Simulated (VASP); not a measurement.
# Zr2NiCl4 (P4/mmm) in VASP: single point with r2SCAN

Aim: the single point of Zr2NiCl4 with r2SCAN.

All numbers are computed with VASP 6.6.1; they aren't measurements. Logs are shortened: lines on timing, memory, paths and dates and some standing lists are left out, and cuts for length are marked.

## 1. The cell of the first run

Symmetry: P4/mmm, No. 123, tetragonal system. Conventional cell: a = 6.534 Å, b = 6.534 Å, c = 3.858 Å, α = 90.00°, β = 90.00°, γ = 90.00°. Cl (site symmetry m2m) has 1 Ni at 2.15 Å within 2.8 Å. Within 2.8 Å of Ni (site symmetry 4/mmm) lie 4 Cl at 2.15 Å. Within 4.0 Å of Zr (site symmetry mmm) lie 8 Cl at 3.01 Å and 4 Ni at 3.79 Å and 2 Zr at 3.86 Å.

## 2. Single point, r2SCAN

File POSCAR:

```
Zr2NiCl4
1.0
    6.5342751500      0.0000000000      0.0000000000
    0.0000000000      6.5342751500      0.0000000000
    0.0000000000      0.0000000000      3.8578650100
Cl Ni Zr
4 1 2
Direct
    0.2323000000      0.2323000000      0.0000000000
    0.7677000000      0.2323000000      0.0000000000
    0.7677000000      0.7677000000      0.0000000000
    0.2323000000      0.7677000000      0.0000000000
    0.0000000000      0.0000000000      0.0000000000
    0.0000000000      0.5000000000      0.5000000000
    0.5000000000      0.0000000000      0.5000000000
```

File INCAR.step1:

```
PREC     = Accurate       # precision mode
ENCUT    = 520            # plane-wave cutoff, eV
ISMEAR   = -1             # smearing method
SIGMA    = 0.1            # smearing width, eV
LREAL    = False          # projectors in reciprocal space
LASPH    = True           # aspherical terms in the spheres
NELM     = 100            # most SCF steps
NBANDS   = 40             # bands
GGA      = PE             # functional
ALGO     = Normal         # electronic algorithm
EDIFF    = 1E-4           # SCF threshold, eV
LWAVE    = True           # write WAVECAR
LCHARG   = False          # write CHGCAR
```

File INCAR.step2:

```
PREC     = Accurate       # precision mode
ENCUT    = 520            # plane-wave cutoff, eV
EDIFF    = 1E-6           # SCF threshold, eV
ISMEAR   = -1             # smearing method
SIGMA    = 0.1            # smearing width, eV
LREAL    = False          # projectors in reciprocal space
LASPH    = True           # aspherical terms in the spheres
NELM     = 100            # most SCF steps
ALGO     = Normal         # electronic algorithm
ISIF     = 2              # what is computed and relaxed
LWAVE    = False          # write WAVECAR
LCHARG   = True           # write CHGCAR
METAGGA  = R2SCAN         # meta-GGA
LMIXTAU  = True         
LELF     = True           # ELF
LVHAR    = True         
NBANDS   = 40             # bands
ISTART   = 1
```

File KPOINTS:

```
regular mesh
0
Gamma
  5 5 9
```

Potentials or basis: VASP PAW PBE potentials, release 64 (Cl, Ni, Zr_sv).

On the command line:

```console
cat potpaw_PBE.64/Cl/POTCAR potpaw_PBE.64/Ni/POTCAR potpaw_PBE.64/Zr_sv/POTCAR > POTCAR
cp INCAR.step1 INCAR
mpirun -np 1 vasp_std > vasp.out
cp INCAR.step2 INCAR
mpirun -np 1 vasp_std > vasp.out
```

OUTCAR:

```text
PREC = Accurate
   ENCUT = 520
   EDIFF = 1E-6
   ISMEAR = -1
   LREAL = False
   LASPH = True
   NELM = 100
   ISIF = 2
   METAGGA = R2SCAN
   ISTART = 1

 ion  position               nearest neighbor table
   1  0.232  0.232  0.000-   5 2.15   6 3.01   7 3.01   6 3.01   7 3.01
   2  0.768  0.232  0.000-   5 2.15   6 3.01   7 3.01   6 3.01   7 3.01
   3  0.768  0.768  0.000-   5 2.15   6 3.01   7 3.01   6 3.01   7 3.01
   4  0.232  0.768  0.000-   5 2.15   6 3.01   7 3.01   6 3.01   7 3.01
   5  0.000  0.000  0.000-   1 2.15   2 2.15   3 2.15   4 2.15
   6  0.000  0.500  0.500-   1 3.01   2 3.01   3 3.01   4 3.01   1 3.01   2 3.01   3 3.01   4 3.01

   7  0.500  0.000  0.500-   1 3.01   2 3.01   3 3.01   4 3.01   1 3.01   2 3.01   3 3.01   4 3.01

  LATTYP: Found a simple tetragonal cell.
 ALAT       =     6.5342751500
 C/A-ratio  =     0.5904044322

  Lattice vectors:

 A1 = (   6.5342751500,   0.0000000000,   0.0000000000)
 A2 = (   0.0000000000,   6.5342751500,   0.0000000000)
 A3 = (   0.0000000000,   0.0000000000,   3.8578650100)

Analysis of symmetry for initial positions (statically):
=====================================================================
 Subroutine PRICEL returns:
 Original cell was already a primitive cell.

 Routine SETGRP: Setting up the symmetry group for a
 simple tetragonal supercell.

 Subroutine GETGRP returns: Found 16 space group operations
 (whereof 16 operations were pure point group operations)
 out of a pool of 16 trial point group operations.

The static configuration has the point symmetry D_4h.

Analysis of symmetry for dynamics (positions and initial velocities):
=====================================================================
 Subroutine PRICEL returns:
 Original cell was already a primitive cell.

 Routine SETGRP: Setting up the symmetry group for a
 simple tetragonal supercell.

 Subroutine GETGRP returns: Found 16 space group operations
 (whereof 16 operations were pure point group operations)
 out of a pool of 16 trial point group operations.

The dynamic configuration has the point symmetry D_4h.

 Subroutine INISYM returns: Found 16 space group operations
 (whereof 16 operations are pure point group operations),
 and found     1 'primitive' translations

----------------------------------------------------------------------------------------

                                     Primitive cell

  volume of cell :     164.7183

  direct lattice vectors                    reciprocal lattice vectors
     6.534275150  0.000000000  0.000000000     0.153039163  0.000000000  0.000000000
     0.000000000  6.534275150  0.000000000     0.000000000  0.153039163  0.000000000
     0.000000000  0.000000000  3.857865010     0.000000000  0.000000000  0.259210729

  length of vectors
     6.534275150  6.534275150  3.857865010     0.153039163  0.153039163  0.259210729

  position of ions in fractional coordinates (direct lattice)
     0.232300000  0.232300000  0.000000000
     0.767700000  0.232300000  0.000000000
     0.767700000  0.767700000  0.000000000
     0.232300000  0.767700000  0.000000000
     0.000000000  0.000000000  0.000000000
     0.000000000  0.500000000  0.500000000
     0.500000000  0.000000000  0.500000000

  ion indices of the primitive-cell ions
   primitive index   ion index
                 1           1
                 2           2
                 3           3
                 4           4
                 5           5
                 6           6
                 7           7

----------------------------------------------------------------------------------------

 KPOINTS: regular mesh

Automatic generation of k-mesh.
 Grid dimensions read from file:
 generate k-points for:    5    5    9

 Generating k-lattice:

  Cartesian coordinates                     Fractional coordinates (reciprocal lattice)
     0.030607833  0.000000000  0.000000000     0.200000000  0.000000000  0.000000000
     0.000000000  0.030607833  0.000000000     0.000000000  0.200000000  0.000000000
     0.000000000  0.000000000  0.028801192     0.000000000  0.000000000  0.111111111

  Length of vectors
     0.030607833  0.030607833  0.028801192

  Shift w.r.t. Gamma in fractional coordinates (k-lattice)
     0.000000000  0.000000000  0.000000000

 Subroutine IBZKPT returns following result:
 ===========================================

 Found     30 irreducible k-points:

 Following reciprocal coordinates:
            Coordinates               Weight
  0.000000  0.000000  0.000000      1.000000
  0.200000  0.000000  0.000000      4.000000
  0.400000  0.000000  0.000000      4.000000
  0.200000  0.200000  0.000000      4.000000
  0.400000  0.200000  0.000000      8.000000
  0.400000  0.400000  0.000000      4.000000
[... 16 lines left out ...]
  0.400000  0.200000  0.333333     16.000000
  0.400000  0.400000  0.333333      8.000000
 [... further k-points ...]
   k-points           NKPTS =     30   k-points in BZ     NKDIM =     30   number of bands    NBANDS=     40
   number of dos      NEDOS =    301   number of ions     NIONS =      7
   total plane-waves  NPLWV =  75000
   dimension x,y,z NGX =    50 NGY =   50 NGZ =   30
   dimension x,y,z NGXF=   100 NGYF=  100 NGZF=   60
   ions per type =               4   1   2
   NGX,Y,Z   is equivalent  to a cutoff of  12.72, 12.72, 12.93 a.u.
   NGXF,Y,Z  is equivalent  to a cutoff of  25.44, 25.44, 25.86 a.u.
 SYSTEM =  unknown system
   PREC   = accura    normal or accurate (medium, high low for compatibility)
   ISTART =      1    job   : 0-new  1-cont  2-samecut
   ICHARG =      0    charge: 1-file 2-atom 10-const
   ISPIN  =      1    spin polarized calculation?
   LNONCOLLINEAR =      F non collinear calculations
   LSORBIT =      F    spin-orbit coupling
   LASPH  =      T    aspherical Exc in radial PAW
   ENCUT  =  520.0 eV  38.22 Ry    6.18 a.u.  12.15 12.15  7.17*2*pi/ulx,y,z
   NELM   =    100;   NELMIN=  2; NELMDL=  0     # of ELM steps
   EDIFF  = 0.1E-05   stopping-criterion for ELM
   LREAL  =      F    real-space projection
   EDIFFG = 0.1E-04   stopping-criterion for IOM
   NSW    =      0    number of steps for IOM
   IBRION =     -1    ionic relax: 0-MD 1-quasi-New 2-CG
   NFREE  =      0    steps in history (QN), initial steepest desc. (CG)
   ISIF   =      2    stress and relaxation
   ISYM   =      2    0-nonsym 1-usesym 2-fastsym
   POTIM  = 0.5000    time-step for ionic-motion
   TEBEG  =    0.0;   TEEND  =   0.0 temperature during run
   PSTRESS=    0.0 pullay stress
   NELECT =      62.0000    total number of electrons
   NUPDOWN=      -1.0000    fix difference up-down
   EMIN   =  10.00;   EMAX   =-10.00  energy-range for DOS
   EFERMI =   0.00;   METHOD = LEGACY
   ISMEAR =    -1;   SIGMA  =   0.10  broadening in eV -4-tet -1-fermi 0-gaus
   EFERMI_NEDOS =   21; number of points for ismear=-14 and -15
   IALGO  =     38    algorithm
   IMIX   =      4    mixing-type and parameters
     AMIX     =   0.40;   BMIX     =  1.00
     AMIX_MAG =   1.60;   BMIX_MAG =  1.00
  volume/ion in A,a.u.               =      23.53       158.80
  Fermi-wavevector in a.u.,A,eV,Ry     =   1.182020  2.233694 19.009665  1.397171
  Thomas-Fermi vector in A             =   2.318282
   LORBIT       =      0    0 simple, 1 ext, 2 COOP (PROOUT), +10 PAW based schemes
   METAGGA = R2SCAN    functional components
   LHFCALC =     F    Hartree Fock is set to
   AEXX    =    0.0000 exact exchange contribution
   IVDW    =     0    specifies the selected vdW correction
   LEPSILON=     F    determine dielectric tensor
   LRPA    =     F    only Hartree local field effects (RPA)
 non-spin polarized calculation
  energy-cutoff  :      520.00
  volume of cell :      164.72
 maximum number of plane-waves:      4463
 NGX is ok and might be reduce to    50
   NGX = 25   NGY = 25   NGZ = 15

 number of electron      62.0000019 magnetization

 Free energy of the ion-electron system (eV)
  ---------------------------------------------------
  ext. energy  EPLUGINS =         0.00000000
  ---------------------------------------------------
  free energy    TOTEN  =       -84.10061788 eV

  energy without entropy =      -83.73224081  energy(sigma->0) =      -83.91642935

 E-fermi :   6.4602     XC(G=0):  -9.8523

 val. band max:        6.4484100007   @ k =   0.2000   0.0000   0.0000
 cond. band min:       6.4605677890   @ k =   0.2000   0.2000   0.4444
 fundamental gap:      0.0121577883
 Fermi energy:         6.4601779423

 k-point     1 :       0.0000    0.0000    0.0000
  band No.  band energies     occupation
      1     -45.9224      2.00000
      2     -45.9218      2.00000
      3     -23.2910      2.00000
      4     -23.2910      2.00000
      5     -23.2495      2.00000
      6     -23.2495      2.00000
[... 32 lines left out ...]
     39       8.3952      0.00000
     40       8.3952      0.00000

 k-point     2 :       0.2000    0.0000    0.0000
  band No.  band energies     occupation
      1     -45.9223      2.00000
      2     -45.9219      2.00000
      3     -23.2905      2.00000
      4     -23.2904      2.00000
      5     -23.2501      2.00000
      6     -23.2501      2.00000
[... 32 lines left out ...]
     39       8.1632      0.00000
     40       8.2331      0.00000

 k-point     3 :       0.4000    0.0000    0.0000
  band No.  band energies     occupation
      1     -45.9222      2.00000
      2     -45.9220      2.00000
      3     -23.2897      2.00000
      4     -23.2895      2.00000
      5     -23.2511      2.00000
      6     -23.2510      2.00000
[... 853 lines left out ...]
  band No.  band energies     occupation
      1     -45.9188      2.00000
      2     -45.9186      2.00000
      3     -23.2885      2.00000
      4     -23.2861      2.00000
      5     -23.2827      2.00000
      6     -23.2748      2.00000
[... 32 lines left out ...]
     39       8.2326      0.00000
     40       9.1662      0.00000

 k-point    24 :       0.4000    0.4000    0.3333
  band No.  band energies     occupation
      1     -45.9187      2.00000
      2     -45.9187      2.00000
      3     -23.2877      2.00000
      4     -23.2867      2.00000
      5     -23.2852      2.00000
      6     -23.2724      2.00000
[... 32 lines left out ...]
     39       8.0427      0.00000
     40       8.9204      0.00000

 [... further k-points ...]

------------------------ aborting loop because EDIFF is reached ----------------------------------------

  FORCE on cell =-STRESS in cart. coord.  units (eV):
  Direction    XX          YY          ZZ          XY          YZ          ZX
  --------------------------------------------------------------------------------------
  -------------------------------------------------------------------------------------
  Total        1.1694492      1.1694492    -15.4589509      0.0000000      0.0000000      0.0000000
  in kB       11.3749655     11.3749655   -150.3656851      0.0000000      0.0000000      0.0000000
  external PRESSURE =     -42.5385847 kB  Pullay stress =       0.0000000 kB

 VOLUME and BASIS-vectors are now :
 -----------------------------------------------------------------------------
  energy-cutoff  :      520.00
  volume of cell :      164.72
      direct lattice vectors                 reciprocal lattice vectors
     6.534275150  0.000000000  0.000000000     0.153039163  0.000000000  0.000000000
     0.000000000  6.534275150  0.000000000     0.000000000  0.153039163  0.000000000
     0.000000000  0.000000000  3.857865010     0.000000000  0.000000000  0.259210729

 POSITION                                       TOTAL-FORCE (eV/Angst)
 -----------------------------------------------------------------------------------
      1.51791      1.51791      0.00000         1.338686      1.338686     -0.000000
      5.01636      1.51791      0.00000        -1.338686      1.338686     -0.000000
      5.01636      5.01636      0.00000        -1.338686     -1.338686      0.000000
      1.51791      5.01636      0.00000         1.338686     -1.338686      0.000000
      0.00000      0.00000      0.00000         0.000000      0.000000     -0.000000
      0.00000      3.26714      1.92893         0.000000      0.000000     -0.000000
      3.26714      0.00000      1.92893         0.000000      0.000000     -0.000000
 -----------------------------------------------------------------------------------
    total drift:                                0.000000     -0.000000      0.000000

  FREE ENERGIE OF THE ION-ELECTRON SYSTEM (eV)
  ---------------------------------------------------
  free  energy   TOTEN  =       -84.1006178818 eV

  energy  without entropy=      -83.7322408142  energy(sigma->0) =      -83.91642935
```

It took 17 min on 1 thread of Intel Xeon Platinum 8259CL at 2.50GHz (Skylake/Cascade Lake), shared host; peak memory 0.4 GiB.

Results:

```yaml
Free_energy: -84.1006 eV
Pressure: -4.3 GPa
Largest_force: 1.893 eV/Å
Band_gap_on_the_k_mesh: zero (bands 31 and 32 overlap by 0.32 eV)
```

Forces on the atoms (eV/Å):
```
Cl   1.339  1.339  0.000
Cl  -1.339  1.339  0.000
Cl  -1.339 -1.339  0.000
Cl   1.339 -1.339  0.000
Ni   0.000  0.000  0.000
Zr   0.000  0.000  0.000
Zr   0.000  0.000  0.000
```

Levels at points of the mesh, in eV from the Fermi level:
| k point | band 27 | band 28 | band 29 | band 30 | band 31 | band 32 | band 33 | band 34 | band 35 | band 36 |
| --- | --- | --- | --- | --- | --- | --- | --- | --- | --- | --- |
| (0.00, 0.00, 0.00) | -1.94 | -1.70 | -1.70 | -0.25 | -0.11 | -0.02 | 0.01 | 0.35 | 0.35 | 0.38 |

Caveat: the cell stands under tension; the PAW data sets were made with another functional, which shifts forces and pressure a little; the run has no spin polarisation, though such a crystal can be magnetic; semilocal functionals often make such compounds metallic where correlation or magnetic order opens a gap, which also shifts bond lengths.
